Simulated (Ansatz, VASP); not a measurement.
One calculation of TiTe2, two programs

INCAR

```
  PREC = Accurate
  ENCUT = 520
  EDIFF = 1E-6
  ISMEAR = 0
  SIGMA = 0.011
  LREAL = F
  LASPH = T
  NELM = 80
  ALGO = Normal
  ISIF = 2
  LWAVE = F
  LCHARG = F
  GGA = PE
  NBANDS = 19
```

KPOINTS

```
Automatic mesh
0
Gamma
  8 8 4
```

POSCAR

```
TiTe2
1.0
    3.7770000000      0.0000000000      0.0000000000
   -1.8885000000      3.2709779501      0.0000000000
    0.0000000000      0.0000000000      6.4980000000
Te Ti
2 1
Direct
    0.3333333333      0.6666666667      0.7372000000
    0.6666666667      0.3333333333      0.2628000000
    0.0000000000      0.0000000000      0.0000000000
```

Contents of input.yaml:

```yaml
crystal:
  lattice:
    - [3.777, 0.0, 0.0]
    - [-1.8885, 3.2709779501, 0.0]
    - [0.0, 0.0, 6.498]
  atoms:
    - { symbol: Te, position: [0.3333333333, 0.6666666667, 0.7372] }
    - { symbol: Te, position: [0.6666666667, 0.3333333333, 0.2628] }
    - { symbol: Ti, position: [0.0, 0.0, 0.0] }
hamiltonian:
  xc: pbe
  pseudopotentials: { kind: paw }
kpoints:
  mp_grid: { grid: [8, 8, 4] }
scf:
  occupations: { method: gaussian, width: 0.011 }
output:
  forces: true
  stress: true
  eigenvalues: true
```

Alike in both runs: task single point; functional PBE; k mesh 8 × 8 × 4; occupations gaussian, width 0.011 eV; no spin polarisation.

|  | VASP | Ansatz |
| --- | --- | --- |
| version | VASP 6.6.1 | Ansatz 0.2.0 |
| potentials or method | VASP PAW PBE potentials, release 64 (Te, Ti_sv) | Ansatz PAW |
| plane-wave cutoff (eV) | 520 | 420 |
| valence electrons in the cell | 24 | 44 |

VASP gave:

```
gap on the k mesh at the Fermi level (eV)                     : none
pressure (GPa)                                                : 0.9
traceless stress, the component that is largest in VASP (GPa) : 0.41
rms of the force components (eV/Å)                            : 0.011
```

Estimate Ansatz's values.

gap on the k mesh at the Fermi level (eV): none; pressure (GPa): 0.9; traceless stress, the component that is largest in VASP (GPa): 0.41; rms of the force components (eV/Å): 0.007.

Atom by atom the forces differ by 0.004 eV/Å (rms over components). A gap of «none» marks a metal or a gap that the smearing closes. With one functional, cell and mesh, what is left measures potentials, basis and numerics. VASP's potentials hold 24 valence electrons a cell and Ansatz's 44, so a difference there can come from the potentials and not from the codes.

Spin-orbit coupling is off throughout.
